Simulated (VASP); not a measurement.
# Al2O3 in VASP: notebook

Al2O3 is run at these levels: PBE; tasks: single point.

Program: VASP 6.6.1. These are calculated values, not measurements. Logs are shortened: lines on timing, memory, paths and dates and some standing lists are left out, and cuts for length are marked.

## Step 1: The cell of the first run

The cell holds a sheet with vacuum, 5 atoms: a = 2.888 Å, b = 2.888 Å, c = 30.089 Å, α = 90.00°, β = 90.00°, γ = 120.00°.

## Step 2: Single point, PBE

The input, INCAR:

```
SYSTEM = Al2O3
PREC = Accurate ; ENCUT = 520
EDIFF = 1E-6 ; ISMEAR = 0
SIGMA = 0.1 ; LREAL = .FALSE.
LASPH = .TRUE. ; NELM = 60
ALGO = Normal ; ISIF = 2
LWAVE = .FALSE. ; LCHARG = .FALSE.
LDIPOL = .TRUE. ; IDIPOL = 3
DIPOL = 0.5 0.5 0.266 ; GGA = PE
NBANDS = 20
```

The input, KPOINTS:

```
Automatic mesh
0
G
  6 6 1
  0 0 0
```

The input, POSCAR:

```
Al2O3
1.0
    2.8879218970     -0.0000001974      0.0000000000
   -1.4439607775      2.5010138257      0.0000000000
    0.0000000000      0.0000000000     30.0887407322
Al O
2 3
Direct
    0.3333333333      0.6666666667      0.3116428775
    0.6666666667      0.3333333333      0.2201174956
    0.0000000000      1.0000000000      0.2658801866
    0.3333333333      0.6666666667      0.1974566214
    0.6666666667      0.3333333333      0.3343037517
```

Potentials or basis: VASP PAW PBE potentials, release 64 (Al, O).

On the command line:

```bash
cat potpaw_PBE.64/Al/POTCAR potpaw_PBE.64/O/POTCAR > POTCAR
mpirun -np 1 vasp_std > vasp.out
```

OUTCAR:

```text
SYSTEM = Al2O3
   PREC = Accurate
   ENCUT = 520
   EDIFF = 1E-6
   ISMEAR = 0
   LREAL = .FALSE.
   LASPH = .TRUE.
   NELM = 60
   ISIF = 2
   GGA = PE

 ion  position               nearest neighbor table
   1  0.333  0.667  0.312-   5 1.80   5 1.80   5 1.80   3 2.16   3 2.16   3 2.16   2 3.22   2 3.22
                             2 3.22
   2  0.667  0.333  0.220-   4 1.80   4 1.80   4 1.80   3 2.16   3 2.16   3 2.16   1 3.22   1 3.22
                             1 3.22
   3  0.000  0.000  0.266-   1 2.16   1 2.16   1 2.16   2 2.16   2 2.16   2 2.16
   4  0.333  0.667  0.197-   2 1.80   2 1.80   2 1.80
   5  0.667  0.333  0.334-   1 1.80   1 1.80   1 1.80

  LATTYP: Found a hexagonal cell.
 ALAT       =     2.8879218970
 C/A-ratio  =    10.4188208010

  Lattice vectors:

 A1 = (   2.8879218970,  -0.0000001974,   0.0000000000)
 A2 = (  -1.4439607775,   2.5010138257,   0.0000000000)
 A3 = (   0.0000000000,   0.0000000000,  30.0887407322)

Analysis of symmetry for initial positions (statically):
=====================================================================
 Subroutine PRICEL returns:
 Original cell was already a primitive cell.

 Routine SETGRP: Setting up the symmetry group for a
 hexagonal supercell.

 Subroutine GETGRP returns: Found 12 space group operations
 (whereof  6 operations were pure point group operations)
 out of a pool of 24 trial point group operations.

The static configuration has the point symmetry C_3v.
 The point group associated with its full space group is D_3d.

Analysis of symmetry for dynamics (positions and initial velocities):
=====================================================================
 Subroutine PRICEL returns:
 Original cell was already a primitive cell.

 Routine SETGRP: Setting up the symmetry group for a
 hexagonal supercell.

 Subroutine GETGRP returns: Found 12 space group operations
 (whereof  6 operations were pure point group operations)
 out of a pool of 24 trial point group operations.

The dynamic configuration has the point symmetry C_3v.
 The point group associated with its full space group is D_3d.

 Subroutine INISYM returns: Found 12 space group operations
 (whereof  6 operations are pure point group operations),
 and found     1 'primitive' translations

----------------------------------------------------------------------------------------

                                     Primitive cell

  volume of cell :     217.3229

  direct lattice vectors                    reciprocal lattice vectors
     2.887921897 -0.000000197  0.000000000     0.346269766  0.199918911  0.000000000
    -1.443960778  2.501013826  0.000000000     0.000000027  0.399837869  0.000000000
     0.000000000  0.000000000 30.088740732     0.000000000  0.000000000  0.033235023

  length of vectors
     2.887921897  2.887921897 30.088740732     0.399837869  0.399837869  0.033235023

  position of ions in fractional coordinates (direct lattice)
     0.333333333  0.666666667  0.311642877
     0.666666667  0.333333333  0.220117496
     0.000000000  0.000000000  0.265880187
     0.333333333  0.666666667  0.197456621
     0.666666667  0.333333333  0.334303752

  ion indices of the primitive-cell ions
   primitive index   ion index
                 1           1
                 2           2
                 3           3
                 4           4
                 5           5

----------------------------------------------------------------------------------------

 KPOINTS: Automatic mesh

Automatic generation of k-mesh.
 Grid dimensions read from file:
 generate k-points for:    6    6    1

 Generating k-lattice:

  Cartesian coordinates                     Fractional coordinates (reciprocal lattice)
     0.057711628  0.033319819  0.000000000     0.166666667  0.000000000  0.000000000
     0.000000005  0.066639645  0.000000000     0.000000000  0.166666667  0.000000000
     0.000000000  0.000000000  0.033235023     0.000000000  0.000000000  1.000000000

  Length of vectors
     0.066639645  0.066639645  0.033235023

  Shift w.r.t. Gamma in fractional coordinates (k-lattice)
     0.000000000  0.000000000  0.000000000

 Subroutine IBZKPT returns following result:
 ===========================================

 Found      7 irreducible k-points:

 Following reciprocal coordinates:
            Coordinates               Weight
  0.000000  0.000000  0.000000      1.000000
  0.166667  0.000000  0.000000      6.000000
  0.333333  0.000000  0.000000      6.000000
  0.500000  0.000000  0.000000      3.000000
  0.166667  0.166667  0.000000      6.000000
  0.333333  0.166667  0.000000     12.000000
  0.333333  0.333333  0.000000      2.000000
   k-points           NKPTS =      7   k-points in BZ     NKDIM =      7   number of bands    NBANDS=     20
   number of dos      NEDOS =    301   number of ions     NIONS =      5
   total plane-waves  NPLWV = 129024
   dimension x,y,z NGX =    24 NGY =   24 NGZ =  224
   dimension x,y,z NGXF=    48 NGYF=   48 NGZF=  448
   ions per type =               2   3
   NGX,Y,Z   is equivalent  to a cutoff of  13.82, 13.82, 12.38 a.u.
   NGXF,Y,Z  is equivalent  to a cutoff of  27.63, 27.63, 24.75 a.u.
 SYSTEM =  Al2O3
   PREC   = accura    normal or accurate (medium, high low for compatibility)
   ISTART =      0    job   : 0-new  1-cont  2-samecut
   ICHARG =      2    charge: 1-file 2-atom 10-const
   ISPIN  =      1    spin polarized calculation?
   LNONCOLLINEAR =      F non collinear calculations
   LSORBIT =      F    spin-orbit coupling
   LASPH  =      T    aspherical Exc in radial PAW
   ENCUT  =  520.0 eV  38.22 Ry    6.18 a.u.   5.37  5.37 55.95*2*pi/ulx,y,z
   NELM   =     60;   NELMIN=  2; NELMDL= -5     # of ELM steps
   EDIFF  = 0.1E-05   stopping-criterion for ELM
   LREAL  =      F    real-space projection
   EDIFFG = 0.1E-04   stopping-criterion for IOM
   NSW    =      0    number of steps for IOM
   IBRION =     -1    ionic relax: 0-MD 1-quasi-New 2-CG
   NFREE  =      0    steps in history (QN), initial steepest desc. (CG)
   ISIF   =      2    stress and relaxation
   ISYM   =      2    0-nonsym 1-usesym 2-fastsym
   POTIM  = 0.5000    time-step for ionic-motion
   TEBEG  =    0.0;   TEEND  =   0.0 temperature during run
   PSTRESS=    0.0 pullay stress
   NELECT =      24.0000    total number of electrons
   NUPDOWN=      -1.0000    fix difference up-down
   EMIN   =  10.00;   EMAX   =-10.00  energy-range for DOS
   EFERMI =   0.00;   METHOD = LEGACY
   ISMEAR =     0;   SIGMA  =   0.10  broadening in eV -4-tet -1-fermi 0-gaus
   EFERMI_NEDOS =   21; number of points for ismear=-14 and -15
   IALGO  =     38    algorithm
   IMIX   =      4    mixing-type and parameters
     AMIX     =   0.40;   BMIX     =  1.00
     AMIX_MAG =   1.60;   BMIX_MAG =  1.00
  volume/ion in A,a.u.               =      43.46       293.31
  Fermi-wavevector in a.u.,A,eV,Ry     =   0.785435  1.484256  8.393538  0.616908
  Thomas-Fermi vector in A             =   1.889770
   LORBIT       =      0    0 simple, 1 ext, 2 COOP (PROOUT), +10 PAW based schemes
   GGA     = PE    functional components
   LHFCALC =     F    Hartree Fock is set to
   AEXX    =    0.0000 exact exchange contribution
   IVDW    =     0    specifies the selected vdW correction
   LEPSILON=     F    determine dielectric tensor
   LRPA    =     F    only Hartree local field effects (RPA)
 non-spin polarized calculation
 Gauss-broadening in eV      SIGMA  =   0.10
  energy-cutoff  :      520.00
  volume of cell :      217.32
 maximum number of plane-waves:      5955
 NGX is ok and might be reduce to    24
   NGX = 11   NGY = 11   NGZ =111

 dipolmoment           0.000000      0.000000      0.000000 electrons x Angstroem

 number of electron      23.9999993 magnetization

 dipolmoment           0.000000      0.000000     -0.000001 electrons x Angstroem

 Free energy of the ion-electron system (eV)
  ---------------------------------------------------
  ext. energy  EPLUGINS =         0.00000000
  ---------------------------------------------------
  free energy    TOTEN  =       -36.47348512 eV

  energy without entropy =      -36.47348512  energy(sigma->0) =      -36.47348512

 E-fermi :  -5.1048     XC(G=0):  -2.7544

 val. band max:       -5.5867788892   @ k =   0.1667   0.0000   0.0000
 cond. band min:      -0.5177957393   @ k =   0.0000   0.0000   0.0000
 fundamental gap:      5.0689831499
 Fermi energy:        -5.1047599763

 k-point     1 :       0.0000    0.0000    0.0000
  band No.  band energies     occupation
      1     -24.3884      2.00000
      2     -23.1990      2.00000
      3     -22.0847      2.00000
      4     -10.5980      2.00000
      5      -7.6248      2.00000
      6      -7.0956      2.00000
[... 12 lines left out ...]
     19       3.5471      0.00000
     20       3.9879      0.00000

 k-point     2 :       0.1667    0.0000    0.0000
  band No.  band energies     occupation
      1     -24.0588      2.00000
      2     -22.9580      2.00000
      3     -21.9773      2.00000
      4     -10.4581      2.00000
      5      -8.7155      2.00000
      6      -7.8577      2.00000
[... 12 lines left out ...]
     19       4.2180      0.00000
     20       4.6653      0.00000

 k-point     3 :       0.3333    0.0000    0.0000
  band No.  band energies     occupation
      1     -23.2369      2.00000
      2     -22.4267      2.00000
      3     -21.8373      2.00000
      4     -11.0669      2.00000
      5     -10.2583      2.00000
      6      -9.6087      2.00000
[... 12 lines left out ...]
     19       5.7912      0.00000
     20       5.9473      0.00000

 k-point     4 :       0.5000    0.0000    0.0000
  band No.  band energies     occupation
      1     -22.6013      2.00000
      2     -22.1571      2.00000
      3     -21.9102      2.00000
      4     -11.8739      2.00000
      5     -10.7463      2.00000
      6     -10.4003      2.00000
[... 12 lines left out ...]
     19       7.2543      0.00000
     20       8.3941      0.00000

 k-point     5 :       0.1667    0.1667    0.0000
  band No.  band energies     occupation
      1     -23.4787      2.00000
      2     -22.5675      2.00000
      3     -21.8502      2.00000
      4     -10.5597      2.00000
      5      -9.8650      2.00000
      6      -9.0316      2.00000
[... 12 lines left out ...]
     19       5.2607      0.00000
     20       5.7583      0.00000

 k-point     6 :       0.3333    0.1667    0.0000
  band No.  band energies     occupation
      1     -22.6710      2.00000
      2     -22.1424      2.00000
      3     -21.8657      2.00000
      4     -11.3574      2.00000
      5     -10.5839      2.00000
      6     -10.0423      2.00000
[... 12 lines left out ...]
     19       7.1213      0.00000
     20       7.5787      0.00000

 k-point     7 :       0.3333    0.3333    0.0000
  band No.  band energies     occupation
      1     -22.2494      2.00000
      2     -22.0003      2.00000
      3     -22.0003      2.00000
      4     -10.6598      2.00000
      5     -10.6591      2.00000
      6     -10.6591      2.00000
[... 12 lines left out ...]
     19       7.3070      0.00000
     20       7.4272      0.00000

------------------------ aborting loop because EDIFF is reached ----------------------------------------

 vacuum level on the upper side and lower side of the slab       (xc-potential included)        -0.008        -0.008

  FORCE on cell =-STRESS in cart. coord.  units (eV):
  Direction    XX          YY          ZZ          XY          YZ          ZX
  --------------------------------------------------------------------------------------
  -------------------------------------------------------------------------------------
  Total        0.0045550      0.0045550     -0.1095135      0.0000000     -0.0000000      0.0000000
  in kB        0.0335808      0.0335808     -0.8073704      0.0000000     -0.0000000      0.0000000
  external PRESSURE =      -0.2467363 kB  Pullay stress =       0.0000000 kB

 VOLUME and BASIS-vectors are now :
 -----------------------------------------------------------------------------
  energy-cutoff  :      520.00
  volume of cell :      217.32
      direct lattice vectors                 reciprocal lattice vectors
     2.887921897 -0.000000197  0.000000000     0.346269766  0.199918911  0.000000000
    -1.443960778  2.501013826  0.000000000     0.000000027  0.399837869  0.000000000
     0.000000000  0.000000000 30.088740732     0.000000000  0.000000000  0.033235023

 POSITION                                       TOTAL-FORCE (eV/Angst)
 -----------------------------------------------------------------------------------
      0.00000      1.66734      9.37694         0.000000      0.000000      0.045413
      1.44396      0.83367      6.62306        -0.000000     -0.000000     -0.045413
      0.00000      0.00000      8.00000         0.000000      0.000000      0.000000
      0.00000      1.66734      5.94122        -0.000000      0.000000      0.040795
      1.44396      0.83367     10.05878         0.000000     -0.000000     -0.040795
 -----------------------------------------------------------------------------------
    total drift:                               -0.000000      0.000000     -0.000077

  FREE ENERGIE OF THE ION-ELECTRON SYSTEM (eV)
  ---------------------------------------------------
  free  energy   TOTEN  =       -36.4734851212 eV

  energy  without entropy=      -36.4734851212  energy(sigma->0) =      -36.47348512

 vacuum level on the upper side and lower side of the slab         2.884         2.884
```

It took 2 min on 1 thread of AMD EPYC 7R43 (Zen 3), shared host; peak memory 0.3 GiB.

Results:

```yaml
Free_energy: -36.4735 eV
Largest_force: 0.045 eV/Å
Band_gap_on_the_k_mesh: 5.07 eV, indirect (least direct gap 5.32 eV)
```

Forces in eV/Å, atoms in the order of the input:
```
Al   0.000  0.000  0.045
Al   0.000  0.000 -0.045
O    0.000  0.000  0.000
O    0.000  0.000  0.041
O    0.000  0.000 -0.041
```

## Step 3: Single point, PBE

This run uses another cell than the first one, of 46.81 Å³/atom, 1.077 times its volume.

The input, INCAR:

```
SYSTEM = Al2O3
ALGO = Normal
DIPOL = 0.5 0.5 0.291
EDIFF = 1E-6
ENCUT = 520
GGA = PE
IDIPOL = 3
ISIF = 2
ISMEAR = 0
LASPH = .TRUE.
LCHARG = .FALSE.
LDIPOL = .TRUE.
LREAL = .FALSE.
LWAVE = .FALSE.
NBANDS = 20
NELM = 80
PREC = Accurate
SIGMA = 0.1
```

The input, KPOINTS:

```
k-points
0
G
  6 6 1
  0 0 0
```

The input, POSCAR:

```
Al2O3
1.0
    3.1355833703     -0.0000002143      0.0000000000
   -1.5677914995      2.7154949615      0.0000000000
    0.0000000000      0.0000000000     27.4875296000
Al O
2 3
Direct
    0.3333333333      0.6666666667      0.3288695863
    0.6666666667      0.3333333333      0.2532125518
    0.0000000000      1.0000000000      0.2910410690
    0.3333333333      0.6666666667      0.2338447620
    0.6666666667      0.3333333333      0.3482373761
```

Potentials or basis: VASP PAW PBE potentials, release 64 (Al, O).

On the command line:

```bash
cat potpaw_PBE.64/Al/POTCAR potpaw_PBE.64/O/POTCAR > POTCAR
mpirun -np 1 vasp_std > vasp.out
```

It took 98 s on 1 thread of AMD EPYC 7R43 (Zen 3), shared host; peak memory 0.31 GiB.

The run converged. Its results:

- Free energy: -34.3019 eV
- Largest force: 2.014 eV/Å
- Band gap on the k mesh: 3.77 eV, indirect (least direct gap 4.54 eV)

Forces on the atoms (eV/Å):
```
Al   0.000  0.000  2.014
Al   0.000  0.000 -2.014
O    0.000  0.000  0.000
O    0.000  0.000 -1.447
O    0.000  0.000  1.447
```

Levels at points of the mesh, in eV from the valence-band top:
| k point | band 9 | band 10 | band 11 | band 12 | band 13 | band 14 | band 15 | band 16 |
| --- | --- | --- | --- | --- | --- | --- | --- | --- |
| (0.00, 0.00, 0.00) | -2.15 | -1.39 | -1.39 | -0.77 | 3.77 | 5.79 | 6.51 | 7.03 |
| (0.50, 0.00, 0.00) | -1.69 | -1.16 | -1.05 | 0.00 | 5.70 | 8.26 | 8.51 | 9.65 |

(Continued in part 2 of 2.)
